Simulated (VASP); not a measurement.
# KPt (Pm-3m) in VASP: notebook

KPt is run at these levels: PBE; tasks: single point, relaxation of cell and atoms.

All numbers are computed with VASP 6.6.1; they aren't measurements. Logs are shortened: lines on timing, memory, paths and dates and some standing lists are left out, and cuts for length are marked.

### 1 The cell of the first run

Symmetry: Pm-3m, No. 221, cubic system. The conventional cell has a = 3.762 Å, b = 3.762 Å, c = 3.762 Å, α = 90.00°, β = 90.00°, γ = 90.00°. Within 4.3 Å of K (site symmetry m-3m) lie 8 Pt at 3.26 Å and 6 K at 3.76 Å. Pt (site symmetry m-3m) has 8 K at 3.26 Å and 6 Pt at 3.76 Å within 4.3 Å.

### 2 Single point, PBE

INCAR

```
SYSTEM = KPt
PREC = Accurate
ENCUT = 520
EDIFF = 1E-7
ISMEAR = 0
SIGMA = 0.1
LREAL = .False.
LASPH = .True.
NELM = 80
ALGO = Normal
ISIF = 2
LWAVE = .False.
LCHARG = .True.
GGA = PE
LELF = .True.
LVHAR = .True.
NBANDS = 16
```

KPOINTS

```
Automatic mesh
0
Gamma
  6 6 6
  0 0 0
```

POSCAR

```
KPt
1.0
    3.7620670092      0.0000000000      0.0000000000
    0.0000000000      3.7620670092      0.0000000000
    0.0000000000      0.0000000000      3.7620670092
K Pt
1 1
Direct
    0.0000000000      0.0000000000      0.0000000000
    0.5000000000      0.5000000000      0.5000000000
```

Potentials or basis: VASP PAW PBE potentials, release 64 (K_sv, Pt).

The run is started by

```sh
cat potpaw_PBE.64/K_sv/POTCAR potpaw_PBE.64/Pt/POTCAR > POTCAR
mpirun -np 1 vasp_std > vasp.out
```

OUTCAR:

```text
SYSTEM = KPt
   PREC = Accurate
   ENCUT = 520
   EDIFF = 1E-7
   ISMEAR = 0
   LREAL = .False.
   LASPH = .True.
   NELM = 80
   ISIF = 2
   GGA = PE

 ion  position               nearest neighbor table
   1  0.000  0.000  0.000-   2 3.26   2 3.26   2 3.26   2 3.26   2 3.26   2 3.26   2 3.26   2 3.26

   2  0.500  0.500  0.500-   1 3.26   1 3.26   1 3.26   1 3.26   1 3.26   1 3.26   1 3.26   1 3.26

  LATTYP: Found a simple cubic cell.
 ALAT       =     3.7620670092

  Lattice vectors:

 A1 = (   3.7620670092,   0.0000000000,   0.0000000000)
 A2 = (   0.0000000000,   3.7620670092,   0.0000000000)
 A3 = (   0.0000000000,   0.0000000000,   3.7620670092)

Analysis of symmetry for initial positions (statically):
=====================================================================
 Subroutine PRICEL returns:
 Original cell was already a primitive cell.

 Routine SETGRP: Setting up the symmetry group for a
 simple cubic supercell.

 Subroutine GETGRP returns: Found 48 space group operations
 (whereof 48 operations were pure point group operations)
 out of a pool of 48 trial point group operations.

The static configuration has the point symmetry O_h .

Analysis of symmetry for dynamics (positions and initial velocities):
=====================================================================
 Subroutine PRICEL returns:
 Original cell was already a primitive cell.

 Routine SETGRP: Setting up the symmetry group for a
 simple cubic supercell.

 Subroutine GETGRP returns: Found 48 space group operations
 (whereof 48 operations were pure point group operations)
 out of a pool of 48 trial point group operations.

The dynamic configuration has the point symmetry O_h .

 Subroutine INISYM returns: Found 48 space group operations
 (whereof 48 operations are pure point group operations),
 and found     1 'primitive' translations

----------------------------------------------------------------------------------------

                                     Primitive cell

  volume of cell :      53.2451

  direct lattice vectors                    reciprocal lattice vectors
     3.762067009  0.000000000  0.000000000     0.265811321  0.000000000  0.000000000
     0.000000000  3.762067009  0.000000000     0.000000000  0.265811321  0.000000000
     0.000000000  0.000000000  3.762067009     0.000000000  0.000000000  0.265811321

  length of vectors
     3.762067009  3.762067009  3.762067009     0.265811321  0.265811321  0.265811321

  position of ions in fractional coordinates (direct lattice)
     0.000000000  0.000000000  0.000000000
     0.500000000  0.500000000  0.500000000

  ion indices of the primitive-cell ions
   primitive index   ion index
                 1           1
                 2           2

----------------------------------------------------------------------------------------

 KPOINTS: Automatic mesh

Automatic generation of k-mesh.
 Grid dimensions read from file:
 generate k-points for:    6    6    6

 Generating k-lattice:

  Cartesian coordinates                     Fractional coordinates (reciprocal lattice)
     0.044301887  0.000000000  0.000000000     0.166666667  0.000000000  0.000000000
     0.000000000  0.044301887  0.000000000     0.000000000  0.166666667  0.000000000
     0.000000000  0.000000000  0.044301887     0.000000000  0.000000000  0.166666667

  Length of vectors
     0.044301887  0.044301887  0.044301887

  Shift w.r.t. Gamma in fractional coordinates (k-lattice)
     0.000000000  0.000000000  0.000000000

 Subroutine IBZKPT returns following result:
 ===========================================

 Found     20 irreducible k-points:

 Following reciprocal coordinates:
            Coordinates               Weight
  0.000000  0.000000  0.000000      1.000000
  0.166667  0.000000  0.000000      6.000000
  0.333333  0.000000  0.000000      6.000000
  0.500000  0.000000  0.000000      3.000000
  0.166667  0.166667  0.000000     12.000000
  0.333333  0.166667  0.000000     24.000000
[... 12 lines left out ...]
  0.500000  0.500000  0.333333      6.000000
  0.500000  0.500000  0.500000      1.000000
   k-points           NKPTS =     20   k-points in BZ     NKDIM =     20   number of bands    NBANDS=     16
   number of dos      NEDOS =    301   number of ions     NIONS =      2
   total plane-waves  NPLWV =  21952
   dimension x,y,z NGX =    28 NGY =   28 NGZ =   28
   dimension x,y,z NGXF=    56 NGYF=   56 NGZF=   56
   ions per type =               1   1
   NGX,Y,Z   is equivalent  to a cutoff of  12.37, 12.37, 12.37 a.u.
   NGXF,Y,Z  is equivalent  to a cutoff of  24.75, 24.75, 24.75 a.u.
 SYSTEM =  KPt
   PREC   = accura    normal or accurate (medium, high low for compatibility)
   ISTART =      0    job   : 0-new  1-cont  2-samecut
   ICHARG =      2    charge: 1-file 2-atom 10-const
   ISPIN  =      1    spin polarized calculation?
   LNONCOLLINEAR =      F non collinear calculations
   LSORBIT =      F    spin-orbit coupling
   LASPH  =      T    aspherical Exc in radial PAW
   ENCUT  =  520.0 eV  38.22 Ry    6.18 a.u.   6.99  6.99  6.99*2*pi/ulx,y,z
   NELM   =     80;   NELMIN=  2; NELMDL= -5     # of ELM steps
   EDIFF  = 0.1E-06   stopping-criterion for ELM
   LREAL  =      F    real-space projection
   EDIFFG = 0.1E-05   stopping-criterion for IOM
   NSW    =      0    number of steps for IOM
   IBRION =     -1    ionic relax: 0-MD 1-quasi-New 2-CG
   NFREE  =      0    steps in history (QN), initial steepest desc. (CG)
   ISIF   =      2    stress and relaxation
   ISYM   =      2    0-nonsym 1-usesym 2-fastsym
   POTIM  = 0.5000    time-step for ionic-motion
   TEBEG  =    0.0;   TEEND  =   0.0 temperature during run
   PSTRESS=    0.0 pullay stress
   NELECT =      19.0000    total number of electrons
   NUPDOWN=      -1.0000    fix difference up-down
   EMIN   =  10.00;   EMAX   =-10.00  energy-range for DOS
   EFERMI =   0.00;   METHOD = LEGACY
   ISMEAR =     0;   SIGMA  =   0.10  broadening in eV -4-tet -1-fermi 0-gaus
   EFERMI_NEDOS =   21; number of points for ismear=-14 and -15
   IALGO  =     38    algorithm
   IMIX   =      4    mixing-type and parameters
     AMIX     =   0.40;   BMIX     =  1.00
     AMIX_MAG =   1.60;   BMIX_MAG =  1.00
  volume/ion in A,a.u.               =      26.62       179.66
  Fermi-wavevector in a.u.,A,eV,Ry     =   1.161180  2.194312 18.345262  1.348339
  Thomas-Fermi vector in A             =   2.297755
   LORBIT       =      0    0 simple, 1 ext, 2 COOP (PROOUT), +10 PAW based schemes
   GGA     = PE    functional components
   LHFCALC =     F    Hartree Fock is set to
   AEXX    =    0.0000 exact exchange contribution
   IVDW    =     0    specifies the selected vdW correction
   LEPSILON=     F    determine dielectric tensor
   LRPA    =     F    only Hartree local field effects (RPA)
 non-spin polarized calculation
 Gauss-broadening in eV      SIGMA  =   0.10
  energy-cutoff  :      520.00
  volume of cell :       53.25
 maximum number of plane-waves:      1472
 NGX is ok and might be reduce to    28
   NGX = 13   NGY = 13   NGZ = 13

 number of electron      19.0000002 magnetization

 Free energy of the ion-electron system (eV)
  ---------------------------------------------------
  ext. energy  EPLUGINS =         0.00000000
  ---------------------------------------------------
  free energy    TOTEN  =        -5.96961984 eV

  energy without entropy =       -5.96439847  energy(sigma->0) =       -5.96700916

 E-fermi :   1.7627     XC(G=0):  -9.3886

 val. band max:        1.7303241580   @ k =   0.3333   0.3333   0.3333
 cond. band min:       1.8192906923   @ k =   0.5000   0.5000   0.0000
 fundamental gap:      0.0889665343
 Fermi energy:         1.7626837478

 k-point     1 :       0.0000    0.0000    0.0000
  band No.  band energies     occupation
      1     -27.0001      2.00000
      2     -10.4115      2.00000
      3     -10.4115      2.00000
      4     -10.4115      2.00000
      5      -1.5740      2.00000
      6       0.2596      2.00000
[... 8 lines left out ...]
     15      10.3823      0.00000
     16      12.3317      0.00000

 k-point     2 :       0.1667    0.0000    0.0000
  band No.  band energies     occupation
      1     -26.9933      2.00000
      2     -10.5152      2.00000
      3     -10.4062      2.00000
      4     -10.4062      2.00000
      5      -1.1916      2.00000
      6       0.3133      2.00000
[... 8 lines left out ...]
     15      10.4048      0.00000
     16      12.2283      0.00000

 k-point     3 :       0.3333    0.0000    0.0000
  band No.  band energies     occupation
      1     -26.9795      2.00000
      2     -10.7126      2.00000
      3     -10.3956      2.00000
      4     -10.3956      2.00000
      5      -0.3190      2.00000
      6       0.4254      2.00000
[... 8 lines left out ...]
     15      11.6246      0.00000
     16      12.0262      0.00000

 k-point     4 :       0.5000    0.0000    0.0000
  band No.  band energies     occupation
      1     -26.9727      2.00000
      2     -10.8070      2.00000
      3     -10.3902      2.00000
      4     -10.3902      2.00000
      5       0.1060      2.00000
      6       0.4841      2.00000
[... 8 lines left out ...]
     15      11.9273      0.00000
     16      12.9624      0.00000
[... 248 lines left out ...]
 k-point    18 :       0.5000    0.3333    0.3333
  band No.  band energies     occupation
      1     -26.9369      2.00000
      2     -10.6921      2.00000
      3     -10.6032      2.00000
      4     -10.6005      2.00000
      5       0.7423      2.00000
      6       0.9264      2.00000
[... 8 lines left out ...]
     15      10.7992      0.00000
     16      11.7285      0.00000

 k-point    19 :       0.5000    0.5000    0.3333
  band No.  band energies     occupation
      1     -26.9309      2.00000
      2     -10.6800      2.00000
      3     -10.6800      2.00000
      4     -10.5937      2.00000
      5       0.7633      2.00000
      6       0.9030      2.00000
[... 8 lines left out ...]
     15      11.8971      0.00000
     16      11.8971      0.00000

 k-point    20 :       0.5000    0.5000    0.5000
  band No.  band energies     occupation
      1     -26.9248      2.00000
      2     -10.6728      2.00000
      3     -10.6728      2.00000
      4     -10.6728      2.00000
      5       0.8666      2.00000
      6       0.8666      2.00000
[... 8 lines left out ...]
     15      12.2066      0.00000
     16      12.2066      0.00000

------------------------ aborting loop because EDIFF is reached ----------------------------------------

  FORCE on cell =-STRESS in cart. coord.  units (eV):
  Direction    XX          YY          ZZ          XY          YZ          ZX
  --------------------------------------------------------------------------------------
  -------------------------------------------------------------------------------------
  Total       -0.3171844     -0.3171844     -0.3171844     -0.0000000      0.0000000      0.0000000
  in kB       -9.5442723     -9.5442723     -9.5442723     -0.0000000      0.0000000      0.0000000
  external PRESSURE =      -9.5442723 kB  Pullay stress =       0.0000000 kB

 VOLUME and BASIS-vectors are now :
 -----------------------------------------------------------------------------
  energy-cutoff  :      520.00
  volume of cell :       53.25
      direct lattice vectors                 reciprocal lattice vectors
     3.762067009  0.000000000  0.000000000     0.265811321  0.000000000  0.000000000
     0.000000000  3.762067009  0.000000000     0.000000000  0.265811321  0.000000000
     0.000000000  0.000000000  3.762067009     0.000000000  0.000000000  0.265811321

 POSITION                                       TOTAL-FORCE (eV/Angst)
 -----------------------------------------------------------------------------------
      0.00000      0.00000      0.00000         0.000000      0.000000      0.000000
      1.88103      1.88103      1.88103         0.000000      0.000000      0.000000
 -----------------------------------------------------------------------------------
    total drift:                                0.000000      0.000000      0.000000

  FREE ENERGIE OF THE ION-ELECTRON SYSTEM (eV)
  ---------------------------------------------------
  free  energy   TOTEN  =        -5.9696198437 eV

  energy  without entropy=       -5.9643984728  energy(sigma->0) =       -5.96700916
```

Run time: 8.2 s. Hardware: 1 thread of Intel Xeon 6975P-C (Granite Rapids), shared host; peak memory 0.16 GiB.

Results:

```
Free energy : -5.9696 eV
Pressure    : -1.0 GPa
```

Levels at points of the mesh, in eV from the Fermi level:
```csv
k point,band 5,band 6,band 7,band 8,band 9,band 10,band 11,band 12,band 13,band 14
"(0.00, 0.00, 0.00)",-3.34,-1.50,-1.50,-0.35,-0.35,-0.35,6.86,6.86,8.62,8.62
"(0.50, 0.00, 0.00)",-1.66,-1.28,-0.55,-0.55,-0.27,0.55,1.21,6.28,6.87,6.87
"(0.50, 0.50, 0.00)",-1.71,-1.33,-0.74,-0.74,0.06,0.97,3.65,3.65,6.97,9.59
"(0.50, 0.50, 0.50)",-0.90,-0.90,-0.90,0.08,0.08,2.67,3.05,3.05,3.05,10.44
```

Caveat: spin-orbit coupling is left out, which moves the levels of the heavy elements.

(Continued in part 2 of 2.)
